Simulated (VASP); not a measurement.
# CdS (Fm-3m) in VASP: relaxation of cell and atoms with PBEsol

Aim: the relaxation of cell and atoms of CdS with PBEsol.

All numbers are computed with VASP 6.6.1; they aren't measurements. Logs are shortened: lines on timing, memory, paths and dates and some standing lists are left out, and cuts for length are marked.

### Step 1. The cell of the first run

The structure is cubic, space group Fm-3m (No. 225). Conventional cell: a = 5.506 Å, b = 5.506 Å, c = 5.506 Å, α = 90.00°, β = 90.00°, γ = 90.00°. Cd (site symmetry m-3m) has 6 S at 2.75 Å within 3.6 Å. Within 3.6 Å of S (site symmetry m-3m) lie 6 Cd at 2.75 Å.

### Step 2. Relaxation of cell and atoms, PBEsol

File INCAR:

```
PREC = Accurate
ENCUT = 630
EDIFF = 1E-7
ISMEAR = -1
SIGMA = 0.01
LREAL = F
LASPH = T
NELM = 120
ALGO = Normal
ISIF = 3
LWAVE = F
LCHARG = F
GGA = PS
IBRION = 2
NSW = 80
EDIFFG = -0.01
GGA_COMPAT = F
NELMIN = 4
```

File KPOINTS:

```
Automatic mesh
0
Gamma
  6 6 6
```

File POSCAR:

```
CdS
1.0
    0.0000000000      2.7532400000      2.7532400000
    2.7532400000      0.0000000000      2.7532400000
    2.7532400000      2.7532400000      0.0000000000
Cd S
1 1
Direct
    0.0000000000      0.0000000000      0.0000000000
    0.5000000000      0.5000000000      0.5000000000
```

Potentials or basis: VASP PAW PBE potentials, release 64 (Cd_sv_GW, S).

The run is started by

```console
$ cat potpaw_PBE.64/Cd_sv_GW/POTCAR potpaw_PBE.64/S/POTCAR > POTCAR
$ mpirun -np 1 vasp_std > vasp.out
```

OUTCAR:

```text
PREC = Accurate
   ENCUT = 630
   EDIFF = 1E-7
   ISMEAR = -1
   LREAL = F
   LASPH = T
   NELM = 120
   ISIF = 3
   GGA = PS
   IBRION = 2
   NSW = 80
   EDIFFG = -0.01
   NELMIN = 4

 ion  position               nearest neighbor table
   1  0.000  0.000  0.000-
   2  0.500  0.500  0.500-

  LATTYP: Found a face centered cubic cell.
 ALAT       =     5.5064800000

  Lattice vectors:

 A1 = (   0.0000000000,   2.7532400000,   2.7532400000)
 A2 = (   2.7532400000,   0.0000000000,   2.7532400000)
 A3 = (   2.7532400000,   2.7532400000,   0.0000000000)

Analysis of symmetry for initial positions (statically):
=====================================================================
 Subroutine PRICEL returns:
 Original cell was already a primitive cell.

 Routine SETGRP: Setting up the symmetry group for a
 face centered cubic supercell.

 Subroutine GETGRP returns: Found 48 space group operations
 (whereof 48 operations were pure point group operations)
 out of a pool of 48 trial point group operations.

The static configuration has the point symmetry O_h .

Analysis of symmetry for dynamics (positions and initial velocities):
=====================================================================
 Subroutine PRICEL returns:
 Original cell was already a primitive cell.

 Routine SETGRP: Setting up the symmetry group for a
 face centered cubic supercell.

 Subroutine GETGRP returns: Found 48 space group operations
 (whereof 48 operations were pure point group operations)
 out of a pool of 48 trial point group operations.

The dynamic configuration has the point symmetry O_h .

 Subroutine INISYM returns: Found 48 space group operations
 (whereof 48 operations are pure point group operations),
 and found     1 'primitive' translations

----------------------------------------------------------------------------------------

                                     Primitive cell

  volume of cell :      41.7409

  direct lattice vectors                    reciprocal lattice vectors
     0.000000000  2.753240000  2.753240000    -0.181604219  0.181604219  0.181604219
     2.753240000  0.000000000  2.753240000     0.181604219 -0.181604219  0.181604219
     2.753240000  2.753240000  0.000000000     0.181604219  0.181604219 -0.181604219

  length of vectors
     3.893669348  3.893669348  3.893669348     0.314547734  0.314547734  0.314547734

  position of ions in fractional coordinates (direct lattice)
     0.000000000  0.000000000  0.000000000
     0.500000000  0.500000000  0.500000000

  ion indices of the primitive-cell ions
   primitive index   ion index
                 1           1
                 2           2

----------------------------------------------------------------------------------------

 KPOINTS: Automatic mesh

Automatic generation of k-mesh.
 Grid dimensions read from file:
 generate k-points for:    6    6    6

 Generating k-lattice:

  Cartesian coordinates                     Fractional coordinates (reciprocal lattice)
    -0.030267370  0.030267370  0.030267370     0.166666667  0.000000000  0.000000000
     0.030267370 -0.030267370  0.030267370     0.000000000  0.166666667  0.000000000
     0.030267370  0.030267370 -0.030267370     0.000000000  0.000000000  0.166666667

  Length of vectors
     0.052424622  0.052424622  0.052424622

  Shift w.r.t. Gamma in fractional coordinates (k-lattice)
     0.000000000  0.000000000  0.000000000

 Subroutine IBZKPT returns following result:
 ===========================================

 Found     16 irreducible k-points:

 Following reciprocal coordinates:
            Coordinates               Weight
  0.000000  0.000000  0.000000      1.000000
  0.166667  0.000000  0.000000      8.000000
  0.333333  0.000000  0.000000      8.000000
  0.500000  0.000000  0.000000      4.000000
  0.166667  0.166667  0.000000      6.000000
  0.333333  0.166667  0.000000     24.000000
[... 8 lines left out ...]
 -0.333333  0.333333  0.166667     24.000000
 -0.333333  0.500000  0.166667     12.000000
   k-points           NKPTS =     16   k-points in BZ     NKDIM =     16   number of bands    NBANDS=     17
   number of dos      NEDOS =    301   number of ions     NIONS =      2
   total plane-waves  NPLWV =  32768
   dimension x,y,z NGX =    32 NGY =   32 NGZ =   32
   dimension x,y,z NGXF=    64 NGYF=   64 NGZF=   64
   ions per type =               1   1
   NGX,Y,Z   is equivalent  to a cutoff of  13.66, 13.66, 13.66 a.u.
   NGXF,Y,Z  is equivalent  to a cutoff of  27.33, 27.33, 27.33 a.u.
 SYSTEM =  unknown system
   PREC   = accura    normal or accurate (medium, high low for compatibility)
   ISTART =      0    job   : 0-new  1-cont  2-samecut
   ICHARG =      2    charge: 1-file 2-atom 10-const
   ISPIN  =      1    spin polarized calculation?
   LNONCOLLINEAR =      F non collinear calculations
   LSORBIT =      F    spin-orbit coupling
   LASPH  =      T    aspherical Exc in radial PAW
   ENCUT  =  630.0 eV  46.30 Ry    6.80 a.u.   7.97  7.97  7.97*2*pi/ulx,y,z
   NELM   =    120;   NELMIN=  4; NELMDL= -5     # of ELM steps
   EDIFF  = 0.1E-06   stopping-criterion for ELM
   LREAL  =      F    real-space projection
   EDIFFG = -.1E-01   stopping-criterion for IOM
   NSW    =     80    number of steps for IOM
   IBRION =      2    ionic relax: 0-MD 1-quasi-New 2-CG
   NFREE  =      1    steps in history (QN), initial steepest desc. (CG)
   ISIF   =      3    stress and relaxation
   ISYM   =      2    0-nonsym 1-usesym 2-fastsym
   POTIM  = 0.5000    time-step for ionic-motion
   TEBEG  =    0.0;   TEEND  =   0.0 temperature during run
   PSTRESS=    0.0 pullay stress
   NELECT =      26.0000    total number of electrons
   NUPDOWN=      -1.0000    fix difference up-down
   EMIN   =  10.00;   EMAX   =-10.00  energy-range for DOS
   EFERMI =   0.00;   METHOD = LEGACY
   ISMEAR =    -1;   SIGMA  =   0.01  broadening in eV -4-tet -1-fermi 0-gaus
   EFERMI_NEDOS =   21; number of points for ismear=-14 and -15
   IALGO  =     38    algorithm
   IMIX   =      4    mixing-type and parameters
     AMIX     =   0.40;   BMIX     =  1.00
     AMIX_MAG =   1.60;   BMIX_MAG =  1.00
  volume/ion in A,a.u.               =      20.87       140.84
  Fermi-wavevector in a.u.,A,eV,Ry     =   1.398122  2.642068 26.595939  1.954746
  Thomas-Fermi vector in A             =   2.521311
   LORBIT       =      0    0 simple, 1 ext, 2 COOP (PROOUT), +10 PAW based schemes
   GGA     = PS    functional components
   LHFCALC =     F    Hartree Fock is set to
   AEXX    =    0.0000 exact exchange contribution
   IVDW    =     0    specifies the selected vdW correction
   LEPSILON=     F    determine dielectric tensor
   LRPA    =     F    only Hartree local field effects (RPA)
 conjugate gradient relaxation of ions
 non-spin polarized calculation
  energy-cutoff  :      630.00
  volume of cell :       41.74
 maximum number of plane-waves:      1524
   NGX = 15   NGY = 15   NGZ = 15

--------------------------------------- Ionic step        1  -------------------------------------------

 number of electron      25.9999995 magnetization

 Free energy of the ion-electron system (eV)
  ---------------------------------------------------
  ext. energy  EPLUGINS =         0.00000000
  ---------------------------------------------------
  free energy    TOTEN  =        -6.69246488 eV

  energy without entropy =       -6.69245449  energy(sigma->0) =       -6.69245968

------------------------ aborting loop because EDIFF is reached ----------------------------------------

  FORCE on cell =-STRESS in cart. coord.  units (eV):
  Direction    XX          YY          ZZ          XY          YZ          ZX
  --------------------------------------------------------------------------------------
  -------------------------------------------------------------------------------------
  Total       -1.1618280     -1.1618280     -1.1618280     -0.0000000      0.0000000      0.0000000
  in kB      -44.5954167    -44.5954167    -44.5954167     -0.0000000      0.0000000      0.0000000
  external PRESSURE =     -44.5954167 kB  Pullay stress =       0.0000000 kB

 VOLUME and BASIS-vectors are now :
 -----------------------------------------------------------------------------
  energy-cutoff  :      630.00
  volume of cell :       41.74
      direct lattice vectors                 reciprocal lattice vectors
     0.000000000  2.753240000  2.753240000    -0.181604219  0.181604219  0.181604219
     2.753240000  0.000000000  2.753240000     0.181604219 -0.181604219  0.181604219
     2.753240000  2.753240000  0.000000000     0.181604219  0.181604219 -0.181604219

 POSITION                                       TOTAL-FORCE (eV/Angst)
 -----------------------------------------------------------------------------------
      0.00000      0.00000      0.00000        -0.000000     -0.000000     -0.000000
      2.75324      2.75324      2.75324         0.000000      0.000000      0.000000
 -----------------------------------------------------------------------------------
    total drift:                                0.000000     -0.000000     -0.000000

  FREE ENERGIE OF THE ION-ELECTRON SYSTEM (eV)
  ---------------------------------------------------
  free  energy   TOTEN  =        -6.6924648816 eV
[... 17 lines left out ...]
 VOLUME and BASIS-vectors are now :
 -----------------------------------------------------------------------------
  energy-cutoff  :      630.00
  volume of cell :       38.33
      direct lattice vectors                 reciprocal lattice vectors
     0.000000000  2.676080906  2.676080906    -0.186840390  0.186840390  0.186840390
     2.676080906  0.000000000  2.676080906     0.186840390 -0.186840390  0.186840390
     2.676080906  2.676080906 -0.000000000     0.186840390  0.186840390 -0.186840390

 POSITION                                       TOTAL-FORCE (eV/Angst)
 -----------------------------------------------------------------------------------
      5.35216      5.35216      5.35216         0.000000     -0.000000      0.000000
      2.67608      2.67608      2.67608        -0.000000      0.000000     -0.000000
 -----------------------------------------------------------------------------------
    total drift:                                0.000000     -0.000000      0.000000

  FREE ENERGIE OF THE ION-ELECTRON SYSTEM (eV)
  ---------------------------------------------------
  free  energy   TOTEN  =        -6.7208183931 eV

  energy  without entropy=       -6.7207929239  energy(sigma->0) =       -6.72080566

--------------------------------------- Ionic step        3  -------------------------------------------

 number of electron      26.0000009 magnetization

 Free energy of the ion-electron system (eV)
  ---------------------------------------------------
  ext. energy  EPLUGINS =         0.00000000
  ---------------------------------------------------
  free energy    TOTEN  =        -6.72791300 eV

  energy without entropy =       -6.72789598  energy(sigma->0) =       -6.72790449

 E-fermi :   5.2429     XC(G=0): -10.9518

 val. band max:        5.1789602260   @ k =   0.5000   0.0000   0.0000
 cond. band min:       5.2970745851   @ k =   0.5000   0.5000   0.0000
 fundamental gap:      0.1181143591
 Fermi energy:         5.2429360086

 k-point     1 :       0.0000    0.0000    0.0000
  band No.  band energies     occupation
      1     -96.3883      2.00000
      2     -57.4826      2.00000
      3     -57.4826      2.00000
      4     -57.4826      2.00000
      5      -7.9370      2.00000
      6      -2.5313      2.00000
[... 9 lines left out ...]
     16      14.3313      0.00000
     17      14.3313      0.00000

 k-point     2 :       0.1667    0.0000    0.0000
  band No.  band energies     occupation
      1     -96.3883      2.00000
      2     -57.4832      2.00000
      3     -57.4827      2.00000
      4     -57.4827      2.00000
      5      -7.6817      2.00000
      6      -2.6238      2.00000
[... 9 lines left out ...]
     16      13.5907      0.00000
     17      13.5907      0.00000
[... 291 lines left out ...]
 VOLUME and BASIS-vectors are now :
 -----------------------------------------------------------------------------
  energy-cutoff  :      630.00
  volume of cell :       39.33
      direct lattice vectors                 reciprocal lattice vectors
     0.000000000  2.699120431  2.699120431    -0.185245532  0.185245532  0.185245532
     2.699120431  0.000000000  2.699120431     0.185245532 -0.185245532  0.185245532
     2.699120431  2.699120431 -0.000000000     0.185245532  0.185245532 -0.185245532

 POSITION                                       TOTAL-FORCE (eV/Angst)
 -----------------------------------------------------------------------------------
      0.00000      0.00000      0.00000        -0.000000      0.000000      0.000000
      2.69912      2.69912      2.69912         0.000000     -0.000000     -0.000000
 -----------------------------------------------------------------------------------
    total drift:                                0.000000     -0.000000     -0.000000

  FREE ENERGIE OF THE ION-ELECTRON SYSTEM (eV)
  ---------------------------------------------------
  free  energy   TOTEN  =        -6.7279129959 eV

  energy  without entropy=       -6.7278959771  energy(sigma->0) =       -6.72790449

 reached required accuracy - stopping structural energy minimisation
```

It took 95 s on 1 thread of AMD EPYC 7R43 (Zen 3), shared host; peak memory 0.16 GiB.

Results:

```yaml
Free_energy: -6.7279 eV
Relaxed_volume: 19.66 Å³/atom
Relaxed_cell: a = 3.817 Å, b = 3.817 Å, c = 3.817 Å, α = 60.00°, β = 60.00°, γ = 60.00°
Space_group_after_relaxing_to_0.1_Å: Fm-3m (No. 225)
Energy_gained_by_relaxing: 17.7 meV/atom
Ionic_steps: 3
Pressure_after_relaxing: 0.0 GPa
Band_gap_on_the_k_mesh: 0.12 eV (least direct gap 1.84 eV)
```

The path:
```csv
step,energy change (eV),largest force (eV/Å),pressure (GPa),volume (Å³)
1,0.0000,0.0000,-4.46,41.74
2,-0.0284,0.0000,2.33,38.33
3,-0.0354,0.0000,0.01,39.33
```

Final structure:
```
Cd S
1.0
     0.00000    2.69912    2.69912
     2.69912    0.00000    2.69912
     2.69912    2.69912    0.00000
Cd S
1 1
Direct
  0.00000 0.00000 0.00000
  0.50000 0.50000 0.50000
```

Levels at points of the mesh, in eV from the valence-band top:
```tsv
k point	band 9	band 10	band 11	band 12	band 13	band 14	band 15	band 16	band 17
(0.00, 0.00, 0.00)	-7.71	-7.71	-0.87	-0.87	-0.87	0.97	9.15	9.15	9.15
(0.50, 0.00, 0.00)	-7.47	-7.47	-5.11	0.00	0.00	3.29	5.74	5.74	7.09
(0.50, 0.50, 0.00)	-7.39	-6.63	-4.60	-2.36	-2.36	0.12	5.84	9.95	11.42
```

Caveat: semilocal functionals underestimate gaps, and a narrow one can read as zero; the PAW data sets were made with another functional, which shifts forces and pressure a little.
